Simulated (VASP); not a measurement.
Input of a VASP 6.6.1 run:

The input INCAR:

```
SYSTEM = Co
PREC = Accurate
ENCUT = 600
EDIFF = 1E-6
ISMEAR = -1
SIGMA = 0.1
LREAL = .False.
LASPH = .True.
NELM = 120
ALGO = Normal
ISIF = 2
LWAVE = .False.
LCHARG = .True.
GGA = PS
LELF = .True.
LVHAR = .True.
NBANDS = 16
GGA_COMPAT = .False.
```

File KPOINTS:

```
Automatic mesh
0
Gamma
  13 13 13
  0 0 0
```

POSCAR

```
Co
1.0
    0.0000000000      2.3232832453      2.3232832453
    2.3232832453      0.0000000000      2.3232832453
    2.3232832453      2.3232832453      0.0000000000
Co
2
Direct
    0.1250000000      0.1250000000      0.1250000000
    0.8750000000      0.8750000000      0.8750000000
```

Potentials or basis: VASP PAW PBE potentials, release 64 (Co).

Command:

```console
$ cat potpaw_PBE.64/Co/POTCAR > POTCAR
$ mpirun -np 1 vasp_std > vasp.out
```

Question: Predict the pressure.

Answer: 22.2 GPa.

Question: Estimate the band gap on the k mesh.

Answer: Zero (bands 9 and 10 overlap by 1.06 eV).

Caveat: the cell stands under pressure; the PAW data sets were made with another functional, which shifts forces and pressure a little; the run has no spin polarisation, though such a crystal can be magnetic. Spin polarisation is off, so any magnetic state and its effect on volume and gap are missing.
